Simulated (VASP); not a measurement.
# Fe (Im-3m) in VASP: notebook

Fe is run at these levels: PBEsol+U, PBEsol+D4+U; tasks: single point.

Everything below comes from runs of VASP 6.6.1. Logs are shortened: lines on timing, memory, paths and dates and some standing lists are left out, and cuts for length are marked.

## 1. The cell of the first run

It takes space group Im-3m (No. 229, cubic). The conventional cell has a = 2.886 Å, b = 2.886 Å, c = 2.886 Å, α = 90.00°, β = 90.00°, γ = 90.00°. Fe (site symmetry m-3m) has 14 Fe at 2.50 to 2.89 Å within 3.3 Å.

## 2. Single point, PBEsol+U, collinear spin, ferromagnetic start

POSCAR

```
Fe
1.0
   -1.4430000000      1.4430000000      1.4430000000
    1.4430000000     -1.4430000000      1.4430000000
    1.4430000000      1.4430000000     -1.4430000000
Fe
1
Direct
    0.0000000000      0.0000000000      0.0000000000
```

INCAR.step1

```
SYSTEM = Fe
ALGO     = Normal         ! electronic algorithm
EDIFF    = 1E-6           ! SCF threshold, eV
ENCUT    = 510            ! plane-wave cutoff, eV
GGA      = PS             ! functional
GGA_COMPAT= .False.      
ISIF     = 2              ! what is computed and relaxed
ISMEAR   = 0              ! smearing method
ISPIN    = 2              ! spin polarisation
LASPH    = .True.         ! aspherical terms in the spheres
LCHARG   = .True.         ! write CHGCAR
LDAU     = .True.         ! DFT+U
LDAUJ    = 0            
LDAUL    = 2              ! shell
LDAUPRINT= 1            
LDAUTYPE = 2            
LDAUU    = 5.3            ! U, eV
LMAXMIX  = 4              ! l up to which the mixer works
LORBIT   = 11             ! projections on sites
LREAL    = .False.        ! projectors in reciprocal space
LWAVE    = .False.        ! write WAVECAR
MAGMOM   = 3              ! initial moments
NBANDS   = 18             ! bands
NEDOS    = 2001           ! points of the DOS
NELM     = 200            ! most SCF steps
PREC     = Accurate       ! precision mode
SIGMA    = 0.1            ! smearing width, eV
```

KPOINTS.step1

```
k-points
0
Gamma
  13 13 13
  0 0 0
```

INCAR.step2

```
SYSTEM = Fe
ALGO     = Normal         ! electronic algorithm
EDIFF    = 1E-6           ! SCF threshold, eV
ENCUT    = 510            ! plane-wave cutoff, eV
GGA      = PS             ! functional
GGA_COMPAT= .False.      
ICHARG   = 11             ! starting density
ISIF     = 2              ! what is computed and relaxed
ISMEAR   = -5             ! smearing method
ISPIN    = 2              ! spin polarisation
LASPH    = .True.         ! aspherical terms in the spheres
LCHARG   = .False.        ! write CHGCAR
LDAU     = .True.         ! DFT+U
LDAUJ    = 0            
LDAUL    = 2              ! shell
LDAUPRINT= 1            
LDAUTYPE = 2            
LDAUU    = 5.3            ! U, eV
LMAXMIX  = 4              ! l up to which the mixer works
LORBIT   = 10             ! projections on sites
LREAL    = .False.        ! projectors in reciprocal space
LWAVE    = .False.        ! write WAVECAR
MAGMOM   = 3              ! initial moments
NEDOS    = 1001           ! points of the DOS
NELM     = 200            ! most SCF steps
PREC     = Accurate       ! precision mode
SIGMA    = 0.1            ! smearing width, eV
```

KPOINTS.step2

```
k-points
0
Gamma
  20 20 20
  0 0 0
```

Potentials or basis: VASP PAW PBE potentials, release 64 (Fe_sv).

Launch:

```
> cat potpaw_PBE.64/Fe_sv/POTCAR > POTCAR
> cp INCAR.step1 INCAR
> cp KPOINTS.step1 KPOINTS
> mpirun -np 1 vasp_std > vasp.out
> cp INCAR.step2 INCAR
> cp KPOINTS.step2 KPOINTS
> mpirun -np 1 vasp_std > vasp.out
```

OUTCAR:

```text
SYSTEM = Fe
   EDIFF = 1E-6
   ENCUT = 510
   GGA = PS
   ICHARG = 11
   ISIF = 2
   ISMEAR = -5
   ISPIN = 2
   LASPH = .True.
   LORBIT = 10
   LREAL = .False.
   NELM = 200
   PREC = Accurate

 ion  position               nearest neighbor table
   1  0.000  0.000  0.000-

  LATTYP: Found a body centered cubic cell.
 ALAT       =     2.8860000000

  Lattice vectors:

 A1 = (  -1.4430000000,   1.4430000000,   1.4430000000)
 A2 = (   1.4430000000,  -1.4430000000,   1.4430000000)
 A3 = (   1.4430000000,   1.4430000000,  -1.4430000000)

Analysis of symmetry for initial positions (statically):
=====================================================================
 Subroutine PRICEL returns:
 Original cell was already a primitive cell.

 Routine SETGRP: Setting up the symmetry group for a
 body centered cubic supercell.

 Subroutine GETGRP returns: Found 48 space group operations
 (whereof 48 operations were pure point group operations)
 out of a pool of 48 trial point group operations.

The static configuration has the point symmetry O_h .

Analysis of symmetry for dynamics (positions and initial velocities):
=====================================================================
 Subroutine PRICEL returns:
 Original cell was already a primitive cell.

 Routine SETGRP: Setting up the symmetry group for a
 body centered cubic supercell.

 Subroutine GETGRP returns: Found 48 space group operations
 (whereof 48 operations were pure point group operations)
 out of a pool of 48 trial point group operations.

The dynamic configuration has the point symmetry O_h .

Analysis of structural, dynamic, and magnetic symmetry:
=====================================================================
 Subroutine PRICEL returns:
 Original cell was already a primitive cell.

 Routine SETGRP: Setting up the symmetry group for a
 body centered cubic supercell.

[... 163 lines left out ...]
  0.0000 -0.0000 -0.0000  0.0000  0.1594

 occupancies and eigenvectors

  o =  0.1594  v =  0.0000  0.0000  0.0000  0.0000  0.0000  0.0000 -0.0000  1.0000 -0.0000  0.0000      0.0000  0.0000  0.0000  0.0000  0.0000  0.0000  0.0000  0.0000  0.0000  0.0000
  o =  0.1594  v =  0.0000  0.0000  0.0000  0.0000  0.0000 -0.0000  0.0000 -0.0000 -0.0000  1.0000      0.0000  0.0000  0.0000  0.0000  0.0000  0.0000  0.0000  0.0000  0.0000  0.0000
  o =  0.2722  v =  0.0000  0.0000  0.0000  0.0000  0.0000  1.0000 -0.0000 -0.0000 -0.0000  0.0000      0.0000  0.0000  0.0000  0.0000  0.0000  0.0000  0.0000  0.0000  0.0000  0.0000
  o =  0.2722  v =  0.0000  0.0000  0.0000  0.0000  0.0000 -0.0000 -0.8643 -0.0000 -0.5029  0.0000      0.0000  0.0000  0.0000  0.0000  0.0000  0.0000  0.0000  0.0000  0.0000  0.0000
  o =  0.2722  v =  0.0000  0.0000  0.0000  0.0000  0.0000 -0.0000  0.5029 -0.0000 -0.8643  0.0000      0.0000  0.0000  0.0000  0.0000  0.0000  0.0000  0.0000  0.0000  0.0000  0.0000
  o =  0.8660  v =  1.0000  0.0000 -0.0000  0.0000 -0.0000  0.0000  0.0000  0.0000  0.0000  0.0000      0.0000  0.0000  0.0000  0.0000  0.0000  0.0000  0.0000  0.0000  0.0000  0.0000
  o =  0.8660  v =  0.0000  0.4172  0.0000 -0.9088 -0.0000  0.0000  0.0000  0.0000  0.0000  0.0000      0.0000  0.0000  0.0000  0.0000  0.0000  0.0000  0.0000  0.0000  0.0000  0.0000
  o =  0.8660  v = -0.0000  0.9088  0.0000  0.4172 -0.0000  0.0000  0.0000  0.0000  0.0000  0.0000      0.0000  0.0000  0.0000  0.0000  0.0000  0.0000  0.0000  0.0000  0.0000  0.0000
  o =  0.8795  v =  0.0000 -0.0000  1.0000 -0.0000 -0.0000  0.0000  0.0000  0.0000  0.0000  0.0000      0.0000  0.0000  0.0000  0.0000  0.0000  0.0000  0.0000  0.0000  0.0000  0.0000
  o =  0.8795  v = -0.0000 -0.0000 -0.0000  0.0000 -1.0000  0.0000  0.0000  0.0000  0.0000  0.0000      0.0000  0.0000  0.0000  0.0000  0.0000  0.0000  0.0000  0.0000  0.0000  0.0000

 number of electron      15.9999951 magnetization       3.0095352

 Free energy of the ion-electron system (eV)
  ---------------------------------------------------
  ext. energy  EPLUGINS =         0.00000000
  ---------------------------------------------------
  free energy    TOTEN  =        -4.64847361 eV

  energy without entropy =       -4.64847361  energy(sigma->0) =       -4.64847361

 E-fermi :  11.8529     XC(G=0): -13.5321

 val. band max:       11.8684918502   @ k =  -0.2500   0.3000   0.1000
 cond. band min:      11.8129304352   @ k =  -0.3500   0.3500   0.2500
 fundamental gap:     -0.0555614150
 Fermi energy:        11.8529393191

 spin component 1

 k-point     1 :       0.0000    0.0000    0.0000
  band No.  band energies     occupation
      1     -77.0739      1.00000
      2     -43.0227      1.00000
      3     -43.0227      1.00000
      4     -43.0227      1.00000
      5       2.9332      1.00000
      6       6.7449      1.00000
      7       6.7449      1.00000
      8       6.7449      1.00000
      9       7.8614      1.00000
     10       7.8614      1.00000
     11      35.1192      0.00000
     12      35.1192      0.00000
[... 793 lines left out ...]
      3     -39.3898      1.00000
      4     -39.3142      1.00000
      5       6.4225      1.00000
      6      11.5152      1.00263
      7      11.6010      1.02152
      8      14.3696      0.00000
      9      14.5345      0.00000
     10      15.1188      0.00000
     11      25.4165      0.00000
     12      29.0803      0.00000
     13      32.3331      0.00000
     14      35.6756      0.00000

 [... further k-points ...]
[... 5 lines left out ...]
  --------------------------------------------------------------------------------------
  -------------------------------------------------------------------------------------
  Total        0.5689292      0.5689292      0.5689292      0.0000000      0.0000000     -0.0000000
  in kB       75.8420019     75.8420019     75.8420019      0.0000000      0.0000000     -0.0000000
  external PRESSURE =      75.8420019 kB  Pullay stress =       0.0000000 kB

 VOLUME and BASIS-vectors are now :
 -----------------------------------------------------------------------------
  energy-cutoff  :      510.00
  volume of cell :       12.02
      direct lattice vectors                 reciprocal lattice vectors
    -1.443000000  1.443000000  1.443000000     0.000000000  0.346500347  0.346500347
     1.443000000 -1.443000000  1.443000000     0.346500347  0.000000000  0.346500347
     1.443000000  1.443000000 -1.443000000     0.346500347  0.346500347  0.000000000

 POSITION                                       TOTAL-FORCE (eV/Angst)
 -----------------------------------------------------------------------------------
      0.00000      0.00000      0.00000         0.000000     -0.000000     -0.000000
 -----------------------------------------------------------------------------------
    total drift:                               -0.000000     -0.000000      0.000000

  FREE ENERGIE OF THE ION-ELECTRON SYSTEM (eV)
  ---------------------------------------------------
  free  energy   TOTEN  =        -4.6484736069 eV

  energy  without entropy=       -4.6484736069  energy(sigma->0) =       -4.64847361

 total charge

# of ion       s       p       d       tot
------------------------------------------
    1        2.189   6.035   5.469  13.693

 magnetization (x)

# of ion       s       p       d       tot
------------------------------------------
    1       -0.004  -0.022   3.208   3.182
```

It took 84 s on 1 thread of Intel Xeon Platinum 8259CL at 2.50GHz (Skylake/Cascade Lake), shared host; peak memory 0.22 GiB.

What came out:

```yaml
Net_moment: 3.01 μB per cell
Site_moments: Fe +3.18 μB
Valence_electrons_inside_the_program's_atomic_spheres: Fe 13.69
```

Eigenvalues of the final occupation matrices:
```csv
site,spin,trace,eigenvalues
site 1 d,1,4.36,0.87 0.87 0.87 0.88 0.88
site 1 d,2,1.14,0.16 0.16 0.27 0.27 0.27
```

Caveat: the PAW data sets were made with another functional, which shifts forces and pressure a little; the U is typed as a test and isn't derived for this compound. The state reached can hang on the start; a lower one may exist.

## 3. Single point, PBEsol+D4+U, collinear spin, ferromagnetic start

INCAR

```
PREC = Accurate
ENCUT = 690
EDIFF = 1E-6
ISMEAR = -1
SIGMA = 0.1
LREAL = False
LASPH = True
NELM = 200
ALGO = Normal
ISIF = 2
LWAVE = False
LCHARG = True
ISPIN = 2
MAGMOM = 3
LORBIT = 11
LMAXMIX = 4
LDAU = True
LDAUTYPE = 2
LDAUL = 2
LDAUU = 6
LDAUJ = 0
LDAUPRINT = 1
GGA = PS
IVDW = 13
LELF = True
LVHAR = True
NBANDS = 18
GGA_COMPAT = False
```

KPOINTS

```
regular mesh
0
Gamma
  13 13 13
```

POSCAR is that of step 2.

Potentials or basis: VASP PAW PBE potentials, release 64 (Fe_sv).

Launch:

```
> cat potpaw_PBE.64/Fe_sv/POTCAR > POTCAR
> mpirun -np 1 vasp_std > vasp.out
```

OUTCAR:

```text
PREC = Accurate
   ENCUT = 690
   EDIFF = 1E-6
   ISMEAR = -1
   LREAL = False
   LASPH = True
   NELM = 200
   ISIF = 2
   ISPIN = 2
   LORBIT = 11
   GGA = PS
   IVDW = 13

 ion  position               nearest neighbor table
   1  0.000  0.000  0.000-

  LATTYP: Found a body centered cubic cell.
 ALAT       =     2.8860000000

  Lattice vectors:

 A1 = (  -1.4430000000,   1.4430000000,   1.4430000000)
 A2 = (   1.4430000000,  -1.4430000000,   1.4430000000)
[... 1256 lines left out ...]
  --------------------------------------------------------------------------------------
  -------------------------------------------------------------------------------------
  Total       0.69353     0.69353     0.69353     0.00000     0.00000     0.00000
  in kB      92.45275    92.45275    92.45275     0.00000     0.00000     0.00000
  external pressure =       92.45 kB  Pullay stress =        0.00 kB

 VOLUME and BASIS-vectors are now :
 -----------------------------------------------------------------------------
  energy-cutoff  :      690.00
  volume of cell :       12.02
      direct lattice vectors                 reciprocal lattice vectors
    -1.443000000  1.443000000  1.443000000     0.000000000  0.346500347  0.346500347
     1.443000000 -1.443000000  1.443000000     0.346500347  0.000000000  0.346500347
     1.443000000  1.443000000 -1.443000000     0.346500347  0.346500347  0.000000000

 POSITION                                       TOTAL-FORCE (eV/Angst)
 -----------------------------------------------------------------------------------
      0.00000      0.00000      0.00000         0.000000      0.000000     -0.000000
 -----------------------------------------------------------------------------------
    total drift:                               -0.000000      0.000000      0.000000

  FREE ENERGIE OF THE ION-ELECTRON SYSTEM (eV)
  ---------------------------------------------------
  free  energy   TOTEN  =        -4.3875322134 eV

  energy  without entropy=       -4.3594562733  energy(sigma->0) =       -4.37349424

 total charge

# of ion       s       p       d       tot
------------------------------------------
    1        2.191   6.043   5.474  13.708

 magnetization (x)

# of ion       s       p       d       tot
------------------------------------------
    1       -0.005  -0.021   3.282   3.256
```

OSZICAR:

```text
N       E                     dE             d eps       ncg     rms          rms(c)
DAV:   1     0.230365344175E+03    0.23037E+03   -0.10226E+04  6164   0.152E+03
DAV:   2     0.597692833409E+01   -0.22439E+03   -0.20743E+03  6096   0.441E+02
DAV:   3    -0.366876014365E+01   -0.96457E+01   -0.95360E+01  7030   0.113E+02
DAV:   4    -0.380854855254E+01   -0.13979E+00   -0.13976E+00  7062   0.139E+01
DAV:   5    -0.381207623987E+01   -0.35277E-02   -0.35276E-02  7100   0.227E+00    0.115E+01
DAV:   6    -0.410112656073E+01   -0.28905E+00   -0.34667E+00  6702   0.455E+01    0.128E+01
DAV:   7    -0.419461484213E+01   -0.93488E-01   -0.33088E-01  6362   0.138E+01    0.605E+00
DAV:   8    -0.419964279770E+01   -0.50280E-02   -0.21724E-02  7694   0.243E+00    0.233E+00
DAV:   9    -0.419295723876E+01    0.66856E-02   -0.68765E-03  7494   0.146E+00    0.390E-01
DAV:  10    -0.419421552525E+01   -0.12583E-02   -0.34254E-03  7990   0.506E-01    0.159E-01
DAV:  11    -0.419437316617E+01   -0.15764E-03   -0.11810E-04  6788   0.155E-01    0.795E-02
DAV:  12    -0.419448124295E+01   -0.10808E-03   -0.95193E-05  7846   0.113E-01    0.802E-02
DAV:  13    -0.419451990356E+01   -0.38661E-04   -0.10458E-04  7462   0.553E-02    0.168E-02
DAV:  14    -0.419452169082E+01   -0.17873E-05   -0.21425E-06  5762   0.126E-02    0.549E-03
DAV:  15    -0.419452268904E+01   -0.99821E-06   -0.18348E-06  3550   0.771E-03
   1 F= -.43875322E+01 E0= -.43734942E+01  d E =-.280759E-01  mag=     3.0485
```

It took 36 s on 1 thread of AMD EPYC 9R45 (Zen 5), shared host; peak memory 0.14 GiB.

What came out:

* Free energy: -4.3875 eV
* Pressure: 9.2 GPa
* Net moment: 3.05 μB per cell
* Site moments: Fe +3.26 μB
* Valence electrons inside the program's atomic spheres: Fe 13.71
* Dispersion energy per atom: -0.193 eV

Levels at points of the mesh, in eV from the Fermi level:
Spin up:
```csv
k point,band 7,band 8,band 9,band 10,band 11,band 12,band 13,band 14
"(0.00, 0.00, 0.00)",-5.56,-5.56,-4.47,-4.47,23.15,23.15,23.15,27.64
```
Spin down:
```
           k point  band 4  band 5  band 6  band 7  band 8  band 9  band 10  band 11
(0.00, 0.00, 0.00)  -51.28   -9.03    0.68    0.68    0.68    3.17     3.17    22.64
```

Eigenvalues of the final occupation matrices:
| site | spin | trace | eigenvalues |
| --- | --- | --- | --- |
| site 1 d | 1 | 4.40 | 0.87 0.87 0.87 0.89 0.89 |
| site 1 d | 2 | 1.10 | 0.15 0.15 0.27 0.27 0.27 |

Caveat: the cell stands under pressure; the PAW data sets were made with another functional, which shifts forces and pressure a little; the U is typed as a test and isn't derived for this compound.
